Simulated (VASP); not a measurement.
# HCl in VASP: single point with PBE+D3(BJ)

Aim: the single point of HCl with PBE+D3(BJ).

All numbers are computed with VASP 6.6.1; they aren't measurements. Logs are shortened: lines on timing, memory, paths and dates and some standing lists are left out, and cuts for length are marked.

### Step 1. The cell of the first run

The cell holds a disordered packing, 24 atoms: a = 8.197 Å, b = 8.197 Å, c = 8.197 Å, α = 90.00°, β = 90.00°, γ = 90.00°.

### Step 2. Single point, PBE+D3(BJ)

INCAR reads:

```
PREC = Accurate
ENCUT = 910
EDIFF = 1E-6
ISMEAR = -1
SIGMA = 0.02
LREAL = Auto
LASPH = T
NELM = 120
ALGO = Normal
ISIF = 2
LWAVE = F
LCHARG = F
GGA = PE
IVDW = 12
NBANDS = 66
GGA_COMPAT = F
```

KPOINTS reads:

```
regular mesh
0
Gamma
  1 1 1
```

POSCAR reads:

```
HCl
1.0
    8.1971830000      0.0000000000      0.0000000000
    0.0000000000      8.1971830000      0.0000000000
    0.0000000000      0.0000000000      8.1971830000
Cl H
12 12
Direct
    0.5942407288      0.8887687392      0.2906608282
    0.0265701034      0.1305204483      0.0625214784
    0.0767336779      1.0710020747      0.5898977734
    0.3312967394      0.1583958782      0.2885381478
    0.4227305893      0.9550964032      0.7103903866
    0.4925472568      0.4750656415      0.6155285297
    0.7617860916      0.3386529250      0.3467166708
    0.9823740668      0.3966118604      0.7818295627
    0.1606649504      0.6750123793      0.4426886651
    0.8929409042      0.6576039598      0.0811986264
    0.5647549896      0.2208441607      0.9765793932
    0.3857788706      0.6307044749      0.0049041238
    0.7163924485      0.8086192537      0.2339218241
    0.0806496573      0.1931761192      0.1969579061
   -0.0244108250      0.9549622108      0.5523116905
    0.3986857436      0.1711807581      0.1426831632
    0.2781809312      0.9743713176      0.6301677052
    0.4599628921      0.3494005197      0.5250828242
    0.8045324839      0.2535017213      0.2099501743
    1.0519833460      0.4429814486      0.6555422759
    0.2036797275      0.5814680482      0.3285152960
    0.8749469177      0.5448457110      0.1917122016
    0.5478955392      0.0903115131      0.8873902169
    0.4196929604      0.7386927924      0.1124776646
```

Potentials or basis: VASP PAW PBE potentials, release 64 (Cl, H_h).

Started as:

```
$ cat potpaw_PBE.64/Cl/POTCAR potpaw_PBE.64/H_h/POTCAR > POTCAR
$ mpirun -np 1 vasp_gam > vasp.out
```

OUTCAR:

```text
PREC = Accurate
   ENCUT = 910
   EDIFF = 1E-6
   ISMEAR = -1
   LREAL = Auto
   LASPH = T
   NELM = 120
   ISIF = 2
   GGA = PE
   IVDW = 12
 IVDW          = 12

 ion  position               nearest neighbor table
   1  0.594  0.889  0.291-  13 1.28
   2  0.027  0.131  0.063-  14 1.29
   3  0.077  0.071  0.590-  15 1.30
   4  0.331  0.158  0.289-  16 1.32
   5  0.423  0.955  0.710-  17 1.36
   6  0.493  0.475  0.616-  18 1.30
[... 16 lines left out ...]
  23  0.548  0.090  0.887-  11 1.30
  24  0.420  0.739  0.112-  12 1.28

  LATTYP: Found a simple cubic cell.
 ALAT       =     8.1971830000

  Lattice vectors:

 A1 = (   8.1971830000,   0.0000000000,   0.0000000000)
 A2 = (   0.0000000000,   8.1971830000,   0.0000000000)
 A3 = (   0.0000000000,   0.0000000000,   8.1971830000)

Analysis of symmetry for initial positions (statically):
=====================================================================
 Subroutine PRICEL returns:
 Original cell was already a primitive cell.

 Routine SETGRP: Setting up the symmetry group for a
 simple cubic supercell.

 Subroutine GETGRP returns: Found  1 space group operations
 (whereof  1 operations were pure point group operations)
 out of a pool of 48 trial point group operations.

The static configuration has the point symmetry C_1 .

Analysis of symmetry for dynamics (positions and initial velocities):
=====================================================================
 Subroutine PRICEL returns:
 Original cell was already a primitive cell.

 Routine SETGRP: Setting up the symmetry group for a
 simple cubic supercell.

 Subroutine GETGRP returns: Found  1 space group operations
 (whereof  1 operations were pure point group operations)
 out of a pool of 48 trial point group operations.

The dynamic configuration has the point symmetry C_1 .

 Subroutine INISYM returns: Found  1 space group operations
 (whereof  1 operations are pure point group operations),
 and found     1 'primitive' translations

----------------------------------------------------------------------------------------

                                     Primitive cell

  volume of cell :     550.7999

  direct lattice vectors                    reciprocal lattice vectors
     8.197183000  0.000000000  0.000000000     0.121993129  0.000000000  0.000000000
     0.000000000  8.197183000  0.000000000     0.000000000  0.121993129  0.000000000
     0.000000000  0.000000000  8.197183000     0.000000000  0.000000000  0.121993129

  length of vectors
     8.197183000  8.197183000  8.197183000     0.121993129  0.121993129  0.121993129

  position of ions in fractional coordinates (direct lattice)
     0.594240729  0.888768739  0.290660828
     0.026570103  0.130520448  0.062521478
     0.076733678  0.071002075  0.589897773
     0.331296739  0.158395878  0.288538148
     0.422730589  0.955096403  0.710390387
     0.492547257  0.475065642  0.615528530
[... 16 lines left out ...]
     0.547895539  0.090311513  0.887390217
     0.419692960  0.738692792  0.112477665

  ion indices of the primitive-cell ions
   primitive index   ion index
                 1           1
                 2           2
                 3           3
                 4           4
                 5           5
                 6           6
[... 16 lines left out ...]
                23          23
                24          24

----------------------------------------------------------------------------------------

 KPOINTS: regular mesh

Automatic generation of k-mesh.
 Grid dimensions read from file:
 generate k-points for:    1    1    1

 Generating k-lattice:

  Cartesian coordinates                     Fractional coordinates (reciprocal lattice)
     0.121993129  0.000000000  0.000000000     1.000000000  0.000000000  0.000000000
     0.000000000  0.121993129  0.000000000     0.000000000  1.000000000  0.000000000
     0.000000000  0.000000000  0.121993129     0.000000000  0.000000000  1.000000000

  Length of vectors
     0.121993129  0.121993129  0.121993129

  Shift w.r.t. Gamma in fractional coordinates (k-lattice)
     0.000000000  0.000000000  0.000000000

 Subroutine IBZKPT returns following result:
 ===========================================

 Found      1 irreducible k-points:

 Following reciprocal coordinates:
            Coordinates               Weight
  0.000000  0.000000  0.000000      1.000000
   k-points           NKPTS =      1   k-points in BZ     NKDIM =      1   number of bands    NBANDS=     66
   number of dos      NEDOS =    301   number of ions     NIONS =     24
   total plane-waves  NPLWV = 592704
   dimension x,y,z NGX =    84 NGY =   84 NGZ =   84
   dimension x,y,z NGXF=   168 NGYF=  168 NGZF=  168
   ions per type =              12  12
   NGX,Y,Z   is equivalent  to a cutoff of  17.04, 17.04, 17.04 a.u.
   NGXF,Y,Z  is equivalent  to a cutoff of  34.07, 34.07, 34.07 a.u.
 SYSTEM =  unknown system
   PREC   = accura    normal or accurate (medium, high low for compatibility)
   ISTART =      0    job   : 0-new  1-cont  2-samecut
   ICHARG =      2    charge: 1-file 2-atom 10-const
   ISPIN  =      1    spin polarized calculation?
   LNONCOLLINEAR =      F non collinear calculations
   LSORBIT =      F    spin-orbit coupling
   LASPH  =      T    aspherical Exc in radial PAW
   ENCUT  =  910.0 eV  66.88 Ry    8.18 a.u.  20.16 20.16 20.16*2*pi/ulx,y,z
   NELM   =    120;   NELMIN=  2; NELMDL= -5     # of ELM steps
   EDIFF  = 0.1E-05   stopping-criterion for ELM
   LREAL  =      T    real-space projection
   EDIFFG = 0.1E-04   stopping-criterion for IOM
   NSW    =      0    number of steps for IOM
   IBRION =     -1    ionic relax: 0-MD 1-quasi-New 2-CG
   NFREE  =      0    steps in history (QN), initial steepest desc. (CG)
   ISIF   =      2    stress and relaxation
   ISYM   =      2    0-nonsym 1-usesym 2-fastsym
   POTIM  = 0.5000    time-step for ionic-motion
   TEBEG  =    0.0;   TEEND  =   0.0 temperature during run
   PSTRESS=    0.0 pullay stress
   NELECT =      96.0000    total number of electrons
   NUPDOWN=      -1.0000    fix difference up-down
   EMIN   =  10.00;   EMAX   =-10.00  energy-range for DOS
   EFERMI =   0.00;   METHOD = LEGACY
   ISMEAR =    -1;   SIGMA  =   0.02  broadening in eV -4-tet -1-fermi 0-gaus
   EFERMI_NEDOS =   21; number of points for ismear=-14 and -15
   IALGO  =     38    algorithm
   IMIX   =      4    mixing-type and parameters
     AMIX     =   0.40;   BMIX     =  1.00
     AMIX_MAG =   1.60;   BMIX_MAG =  1.00
  volume/ion in A,a.u.               =      22.95       154.87
  Fermi-wavevector in a.u.,A,eV,Ry     =   0.914465  1.728089 11.377831  0.836247
  Thomas-Fermi vector in A             =   2.039095
   LORBIT       =      0    0 simple, 1 ext, 2 COOP (PROOUT), +10 PAW based schemes
   GGA     = PE    functional components
   LHFCALC =     F    Hartree Fock is set to
   AEXX    =    0.0000 exact exchange contribution
   IVDW    =    12    specifies the selected vdW correction
   LEPSILON=     F    determine dielectric tensor
   LRPA    =     F    only Hartree local field effects (RPA)
 non-spin polarized calculation
  energy-cutoff  :      910.00
  volume of cell :      550.80
 maximum number of plane-waves:     17229
 NGX is ok and might be reduce to    84
   NGX = 41   NGY = 41   NGZ = 41

 number of electron      95.9999998 magnetization

 Free energy of the ion-electron system (eV)
  ---------------------------------------------------
  ext. energy  EPLUGINS =         0.00000000
  ---------------------------------------------------
  free energy    TOTEN  =       -72.84944912 eV

  energy without entropy =      -72.84944912  energy(sigma->0) =      -72.84944912

 E-fermi :  -2.3197     XC(G=0):  -6.4436

 val. band max:       -2.8525732693   @ k =   0.0000   0.0000   0.0000
 cond. band min:       2.1635254084   @ k =   0.0000   0.0000   0.0000
 fundamental gap:      5.0160986777
 Fermi energy:        -2.3196537968

 k-point     1 :       0.0000    0.0000    0.0000
  band No.  band energies     occupation
      1     -17.9680      2.00000
      2     -17.4195      2.00000
      3     -17.2360      2.00000
      4     -17.0792      2.00000
      5     -16.9612      2.00000
      6     -16.8604      2.00000
[... 52 lines left out ...]
     59       4.7397      0.00000
     60       5.1736      0.00000
 [bands above 60 left out]

------------------------ aborting loop because EDIFF is reached ----------------------------------------

 Edisp (eV)   -1.68144

 E8    (eV) :    -0.5043

  FORCE on cell =-STRESS in cart. coord.  units (eV):
  Direction    XX          YY          ZZ          XY          YZ          ZX
  --------------------------------------------------------------------------------------
  -------------------------------------------------------------------------------------
  Total       4.56585     3.65693     4.84688    -1.26872    -0.14471    -0.31042
  in kB      13.28124    10.63733    14.09870    -3.69049    -0.42094    -0.90295
  external pressure =       12.67 kB  Pullay stress =        0.00 kB

 VOLUME and BASIS-vectors are now :
 -----------------------------------------------------------------------------
  energy-cutoff  :      910.00
  volume of cell :      550.80
      direct lattice vectors                 reciprocal lattice vectors
     8.197183000  0.000000000  0.000000000     0.121993129  0.000000000  0.000000000
     0.000000000  8.197183000  0.000000000     0.000000000  0.121993129  0.000000000
     0.000000000  0.000000000  8.197183000     0.000000000  0.000000000  0.121993129

 POSITION                                       TOTAL-FORCE (eV/Angst)
 -----------------------------------------------------------------------------------
      4.87110      7.28540      2.38260        -0.158420      0.126209      0.266345
      0.21780      1.06990      0.51250        -0.656888     -0.126863     -0.073722
      0.62900      0.58202      4.83550        -0.910157     -0.177711     -0.233549
      2.71570      1.29840      2.36520        -0.054440      0.244412      0.655386
      3.46520      7.82910      5.82320        -0.238327     -0.453472     -0.583162
      4.03750      3.89420      5.04560        -0.068405     -0.226937     -0.108395
[... 16 lines left out ...]
      4.49120      0.74030      7.27410        -0.196514      0.130800     -0.043809
      3.44030      6.05520      0.92200         0.202901      0.327020      0.322228
 -----------------------------------------------------------------------------------
    total drift:                               -0.007545      0.001774      0.000434

  FREE ENERGIE OF THE ION-ELECTRON SYSTEM (eV)
  ---------------------------------------------------
  free  energy   TOTEN  =       -74.5308911101 eV

  energy  without entropy=      -74.5308911101  energy(sigma->0) =      -74.53089111
```

It took 2.7 min on 1 thread of AMD EPYC 7R43 (Zen 3), shared host; peak memory 0.91 GiB.

Results:

- Free energy: -74.5309 eV
- Pressure: 1.3 GPa
- Largest force: 1.602 eV/Å
- Dispersion energy per atom: -0.070 eV

Forces on the atoms (eV/Å):
```
Cl  -0.158  0.126  0.266
Cl  -0.657 -0.127 -0.074
Cl  -0.910 -0.178 -0.234
Cl  -0.054  0.244  0.655
Cl  -0.238 -0.453 -0.583
Cl  -0.068 -0.227 -0.108
Cl   0.568 -0.698 -1.280
Cl  -0.678 -0.196  1.088
Cl  -0.349  0.451  0.657
Cl  -0.012  0.136  0.213
Cl   0.338  0.230 -0.110
Cl  -0.233 -0.406 -0.201
H    0.426 -0.357 -0.302
H    0.223 -0.146 -0.071
H    0.209  0.138 -0.052
H    0.153  0.119  0.034
H    0.863 -0.039  0.645
H    0.082  0.177  0.085
H   -0.348  0.632  1.180
H    0.685  0.587 -1.324
H    0.288 -0.485 -0.744
H   -0.134  0.014 -0.018
H   -0.197  0.131 -0.044
H    0.203  0.327  0.322
```

Stress tensor (GPa, compression positive):
```
 1.33 -0.37 -0.09
-0.37  1.06 -0.04
-0.09 -0.04  1.41
```

Caveat: the k points lie up to 0.77 Å⁻¹ apart.
